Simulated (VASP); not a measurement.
# Be (Im-3m) in VASP: further runs

Runs on Be. Level: PBEsol. Tasks: electric field gradients.

Program: VASP 6.6.1. These are calculated values, not measurements. Logs are shortened: lines on timing, memory, paths and dates and some standing lists are left out, and cuts for length are marked.

### 1 The cell of the first run

The structure is cubic, space group Im-3m (No. 229). Conventional cell: a = 2.489 Å, b = 2.489 Å, c = 2.489 Å, α = 90.00°, β = 90.00°, γ = 90.00°. Within 2.9 Å of Be (site symmetry m-3m) lie 14 Be at 2.16 to 2.49 Å.

### 2 Electric field gradients, PBEsol (volume scaled by 0.98)

Input file INCAR:

```
SYSTEM = Be
ALGO = Normal
EDIFF = 1E-8
ENCUT = 520
GGA = PS
ISIF = 2
ISMEAR = -1
LASPH = .True.
LCHARG = .False.
LEFG = .True.
LREAL = .False.
LWAVE = .False.
NBANDS = 7
NELM = 100
PREC = Accurate
SIGMA = 0.03
```

Input file KPOINTS:

```
k-points
0
Gamma
  23 23 23
  0 0 0
```

Input file POSCAR:

```
Be
1.0
   -1.2447104902      1.2447104902      1.2447104902
    1.2447104902     -1.2447104902      1.2447104902
    1.2447104902      1.2447104902     -1.2447104902
Be
1
Direct
    0.0000000000      0.0000000000      0.0000000000
```

Potentials or basis: VASP PAW PBE potentials, release 64 (Be).

Run with:

```
cat potpaw_PBE.64/Be/POTCAR > POTCAR
mpirun -np 1 vasp_std > vasp.out
```

OUTCAR:

```text
SYSTEM = Be
   EDIFF = 1E-8
   ENCUT = 520
   GGA = PS
   ISIF = 2
   ISMEAR = -1
   LASPH = .True.
   LREAL = .False.
   NELM = 100
   PREC = Accurate

 ion  position               nearest neighbor table
   1  0.000  0.000  0.000-

  LATTYP: Found a body centered cubic cell.
 ALAT       =     2.4894209804

  Lattice vectors:

 A1 = (  -1.2447104902,   1.2447104902,   1.2447104902)
 A2 = (   1.2447104902,  -1.2447104902,   1.2447104902)
 A3 = (   1.2447104902,   1.2447104902,  -1.2447104902)

Analysis of symmetry for initial positions (statically):
=====================================================================
 Subroutine PRICEL returns:
 Original cell was already a primitive cell.

 Routine SETGRP: Setting up the symmetry group for a
 body centered cubic supercell.

 Subroutine GETGRP returns: Found 48 space group operations
 (whereof 48 operations were pure point group operations)
 out of a pool of 48 trial point group operations.

The static configuration has the point symmetry O_h .

Analysis of symmetry for dynamics (positions and initial velocities):
=====================================================================
 Subroutine PRICEL returns:
 Original cell was already a primitive cell.

 Routine SETGRP: Setting up the symmetry group for a
 body centered cubic supercell.

 Subroutine GETGRP returns: Found 48 space group operations
 (whereof 48 operations were pure point group operations)
 out of a pool of 48 trial point group operations.

The dynamic configuration has the point symmetry O_h .

 Subroutine INISYM returns: Found 48 space group operations
 (whereof 48 operations are pure point group operations),
 and found     1 'primitive' translations

----------------------------------------------------------------------------------------

                                     Primitive cell

  volume of cell :       7.7137

  direct lattice vectors                    reciprocal lattice vectors
    -1.244710490  1.244710490  1.244710490     0.000000000  0.401699836  0.401699836
     1.244710490 -1.244710490  1.244710490     0.401699836  0.000000000  0.401699836
     1.244710490  1.244710490 -1.244710490     0.401699836  0.401699836  0.000000000

  length of vectors
     2.155901810  2.155901810  2.155901810     0.568089356  0.568089356  0.568089356

  position of ions in fractional coordinates (direct lattice)
     0.000000000  0.000000000  0.000000000

  ion indices of the primitive-cell ions
   primitive index   ion index
                 1           1

----------------------------------------------------------------------------------------

 KPOINTS: k-points

Automatic generation of k-mesh.
 Grid dimensions read from file:
 generate k-points for:   23   23   23

 Generating k-lattice:

  Cartesian coordinates                     Fractional coordinates (reciprocal lattice)
     0.000000000  0.017465210  0.017465210     0.043478261  0.000000000  0.000000000
     0.017465210  0.000000000  0.017465210     0.000000000  0.043478261  0.000000000
     0.017465210  0.017465210  0.000000000     0.000000000  0.000000000  0.043478261

  Length of vectors
     0.024699537  0.024699537  0.024699537

  Shift w.r.t. Gamma in fractional coordinates (k-lattice)
     0.000000000  0.000000000  0.000000000

 Subroutine IBZKPT returns following result:
 ===========================================

 Found    364 irreducible k-points:

 Following reciprocal coordinates:
            Coordinates               Weight
  0.000000  0.000000  0.000000      1.000000
  0.043478  0.000000  0.000000     12.000000
  0.086957  0.000000  0.000000     12.000000
  0.130435  0.000000  0.000000     12.000000
  0.173913  0.000000  0.000000     12.000000
  0.217391  0.000000  0.000000     12.000000
[... 16 lines left out ...]
  0.478261  0.043478  0.000000     24.000000
  0.086957  0.086957  0.000000     24.000000
 [... further k-points ...]
   k-points           NKPTS =    364   k-points in BZ     NKDIM =    364   number of bands    NBANDS=      7
   number of dos      NEDOS =    301   number of ions     NIONS =      1
   total plane-waves  NPLWV =   4096
   dimension x,y,z NGX =    16 NGY =   16 NGZ =   16
   dimension x,y,z NGXF=    32 NGYF=   32 NGZF=   32
   ions per type =               1
   NGX,Y,Z   is equivalent  to a cutoff of  12.34, 12.34, 12.34 a.u.
   NGXF,Y,Z  is equivalent  to a cutoff of  24.68, 24.68, 24.68 a.u.
 SYSTEM =  Be
   PREC   = accura    normal or accurate (medium, high low for compatibility)
   ISTART =      0    job   : 0-new  1-cont  2-samecut
   ICHARG =      2    charge: 1-file 2-atom 10-const
   ISPIN  =      1    spin polarized calculation?
   LNONCOLLINEAR =      F non collinear calculations
   LSORBIT =      F    spin-orbit coupling
   LASPH  =      T    aspherical Exc in radial PAW
   ENCUT  =  520.0 eV  38.22 Ry    6.18 a.u.   4.01  4.01  4.01*2*pi/ulx,y,z
   NELM   =    100;   NELMIN=  2; NELMDL= -5     # of ELM steps
   EDIFF  = 0.1E-07   stopping-criterion for ELM
   LREAL  =      F    real-space projection
   EDIFFG = 0.1E-06   stopping-criterion for IOM
   NSW    =      0    number of steps for IOM
   IBRION =     -1    ionic relax: 0-MD 1-quasi-New 2-CG
   NFREE  =      0    steps in history (QN), initial steepest desc. (CG)
   ISIF   =      2    stress and relaxation
   ISYM   =      2    0-nonsym 1-usesym 2-fastsym
   POTIM  = 0.5000    time-step for ionic-motion
   TEBEG  =    0.0;   TEEND  =   0.0 temperature during run
   PSTRESS=    0.0 pullay stress
   NELECT =       2.0000    total number of electrons
   NUPDOWN=      -1.0000    fix difference up-down
   EMIN   =  10.00;   EMAX   =-10.00  energy-range for DOS
   EFERMI =   0.00;   METHOD = LEGACY
   ISMEAR =    -1;   SIGMA  =   0.03  broadening in eV -4-tet -1-fermi 0-gaus
   EFERMI_NEDOS =   21; number of points for ismear=-14 and -15
   IALGO  =     38    algorithm
   IMIX   =      4    mixing-type and parameters
     AMIX     =   0.40;   BMIX     =  1.00
     AMIX_MAG =   1.60;   BMIX_MAG =  1.00
  volume/ion in A,a.u.               =       7.71        52.05
  Fermi-wavevector in a.u.,A,eV,Ry     =   1.043910  1.972704 14.826929  1.089749
  Thomas-Fermi vector in A             =   2.178640
   LORBIT       =      0    0 simple, 1 ext, 2 COOP (PROOUT), +10 PAW based schemes
   GGA     = PS    functional components
   LHFCALC =     F    Hartree Fock is set to
   AEXX    =    0.0000 exact exchange contribution
   IVDW    =     0    specifies the selected vdW correction
   LEPSILON=     F    determine dielectric tensor
   LRPA    =     F    only Hartree local field effects (RPA)
 non-spin polarized calculation
  energy-cutoff  :      520.00
  volume of cell :        7.71
 maximum number of plane-waves:       236
   NGX =  7   NGY =  7   NGZ =  7

 number of electron       2.0000000 magnetization

 Free energy of the ion-electron system (eV)
  ---------------------------------------------------
  ext. energy  EPLUGINS =         0.00000000
  ---------------------------------------------------
  free energy    TOTEN  =        -3.89907132 eV

  energy without entropy =       -3.89853276  energy(sigma->0) =       -3.89880204

 E-fermi :   8.1177     XC(G=0): -10.6946

 val. band max:        8.0681377688   @ k =   0.3043   0.2609   0.0870
 cond. band min:       8.1584814252   @ k =   0.3043   0.3043   0.0000
 fundamental gap:      0.0903436564
 Fermi energy:         8.1176906741

 k-point     1 :       0.0000    0.0000    0.0000
  band No.  band energies     occupation
      1      -4.2603      2.00000
      2      27.7575      0.00000
      3      27.7575      0.00000
      4      27.7575      0.00000
      5      39.1954      0.00000
      6      39.1954      0.00000
      7      39.1954      0.00000

 k-point     2 :       0.0435    0.0000    0.0000
  band No.  band energies     occupation
      1      -4.1937      2.00000
      2      27.4252      0.00000
      3      27.4767      0.00000
      4      27.6773      0.00000
      5      38.2464      0.00000
      6      38.2950      0.00000
      7      39.6533      0.00000

 k-point     3 :       0.0870    0.0000    0.0000
  band No.  band energies     occupation
      1      -3.9937      2.00000
      2      26.4021      0.00000
      3      26.7490      0.00000
      4      27.4406      0.00000
      5      36.3702      0.00000
      6      36.7418      0.00000
      7      39.9935      0.00000

 k-point     4 :       0.1304    0.0000    0.0000
  band No.  band energies     occupation
      1      -3.6603      2.00000
      2      24.7151      0.00000
      3      25.7915      0.00000
      4      27.0637      0.00000
      5      35.0030      0.00000
      6      35.2002      0.00000
      7      39.4887      0.00000

 k-point     5 :       0.1739    0.0000    0.0000
  band No.  band energies     occupation
      1      -3.1935      2.00000
      2      22.5600      0.00000
      3      24.7722      0.00000
      4      26.5794      0.00000
      5      33.7888      0.00000
      6      34.2328      0.00000
      7      39.3571      0.00000

 k-point     6 :       0.2174    0.0000    0.0000
  band No.  band energies     occupation
      1      -2.5942      2.00000
      2      20.1901      0.00000
      3      23.7898      0.00000
      4      26.0344      0.00000
      5      32.5380      0.00000
      6      33.8866      0.00000
      7      39.5694      0.00000

 k-point     7 :       0.2609    0.0000    0.0000
  band No.  band energies     occupation
      1      -1.8652      2.00000
      2      17.7880      0.00000
      3      22.8989      0.00000
      4      25.4791      0.00000
      5      31.4589      0.00000
      6      33.8150      0.00000
      7      40.0820      0.00000
[... 121 lines left out ...]
 k-point    20 :       0.3478    0.0435    0.0000
  band No.  band energies     occupation
      1       0.5080      2.00000
      2      12.2935      0.00000
      3      21.0231      0.00000
      4      23.7731      0.00000
      5      30.2887      0.00000
      6      34.3067      0.00000
      7      42.3476      0.00000

 k-point    21 :       0.3913    0.0435    0.0000
  band No.  band energies     occupation
      1       1.5403      2.00000
      2      10.4790      0.00000
      3      20.6285      0.00000
      4      23.4469      0.00000
      5      29.8706      0.00000
      6      34.5688      0.00000
      7      43.4361      0.00000

 k-point    22 :       0.4348    0.0435    0.0000
  band No.  band energies     occupation
      1       2.4410      2.00000
      2       9.1046      0.00000
      3      20.3900      0.00000
      4      23.2467      0.00000
      5      29.6184      0.00000
      6      34.7649      0.00000
      7      44.4124      0.00000

 k-point    23 :       0.4783    0.0435    0.0000
  band No.  band energies     occupation
      1       2.8404      2.00000
      2       8.5465      0.00000
      3      20.3102      0.00000
      4      23.1792      0.00000
      5      29.5341      0.00000
      6      34.8378      0.00000
      7      44.8622      0.00000

 k-point    24 :       0.0870    0.0870    0.0000
  band No.  band energies     occupation
      1      -3.4599      2.00000
      2      24.5268      0.00000
      3      24.6902      0.00000
      4      26.4049      0.00000
      5      34.5563      0.00000
      6      35.1206      0.00000
      7      39.3529      0.00000

 [... further k-points ...]

------------------------ aborting loop because EDIFF is reached ----------------------------------------

  FORCE on cell =-STRESS in cart. coord.  units (eV):
  Direction    XX          YY          ZZ          XY          YZ          ZX
  --------------------------------------------------------------------------------------
  -------------------------------------------------------------------------------------
  Total        0.0428983      0.0428983      0.0428983      0.0000000      0.0000000      0.0000000
  in kB        8.9101692      8.9101692      8.9101692      0.0000000      0.0000000      0.0000000
  external PRESSURE =       8.9101692 kB  Pullay stress =       0.0000000 kB

 VOLUME and BASIS-vectors are now :
 -----------------------------------------------------------------------------
  energy-cutoff  :      520.00
  volume of cell :        7.71
      direct lattice vectors                 reciprocal lattice vectors
    -1.244710490  1.244710490  1.244710490     0.000000000  0.401699836  0.401699836
     1.244710490 -1.244710490  1.244710490     0.401699836  0.000000000  0.401699836
     1.244710490  1.244710490 -1.244710490     0.401699836  0.401699836  0.000000000

 POSITION                                       TOTAL-FORCE (eV/Angst)
 -----------------------------------------------------------------------------------
      0.00000      0.00000      0.00000         0.000000      0.000000      0.000000
 -----------------------------------------------------------------------------------
    total drift:                                0.000000      0.000000      0.000000

  FREE ENERGIE OF THE ION-ELECTRON SYSTEM (eV)
  ---------------------------------------------------
  free  energy   TOTEN  =        -3.8990713153 eV

  energy  without entropy=       -3.8985327578  energy(sigma->0) =       -3.89880204

 Electric field gradients (V/A^2)
---------------------------------------------------------------------
 ion       V_xx      V_yy      V_zz      V_xy      V_xz      V_yz
---------------------------------------------------------------------
   1       0.000    -0.000     0.000    -0.000    -0.000    -0.000
---------------------------------------------------------------------

 Electric field gradients after diagonalization (V/A^2)
 (convention: |V_zz| > |V_xx| > |V_yy|)
----------------------------------------------------------------------
 ion       V_xx      V_yy      V_zz     asymmetry (V_yy - V_xx)/ V_zz
----------------------------------------------------------------------
   1       0.000     0.000    -0.000       0.000
----------------------------------------------------------------------

           NMR quadrupolar parameters

 Cq : quadrupolar parameter    Cq=e*Q*V_zz/h
 eta: asymmetry parameters     (V_yy - V_xx)/ V_zz
 Q  : nuclear electric quadrupole moment in mb (millibarn)
----------------------------------------------------------------------
 ion       Cq(MHz)       eta       Q (mb)
----------------------------------------------------------------------
   1      -0.000       0.000       1.000
----------------------------------------------------------------------
```

It took 36 s on 1 thread of AMD EPYC 7R13, shared host; peak memory 0.09 GiB.

What came out:

```yaml
Free_energy: -3.8991 eV
Pressure: 0.9 GPa
Band_gap_on_the_k_mesh: zero (band 1 reaches 11.67 eV, above the bottom of band 2 at 6.74 eV)
```

Caveat: without QUAD_EFG the Cq values of the log hold for a quadrupole moment of 1 mb, not for the nuclei; the PAW data sets were made with another functional, which shifts forces and pressure a little.

(Continued in part 2 of 2.)
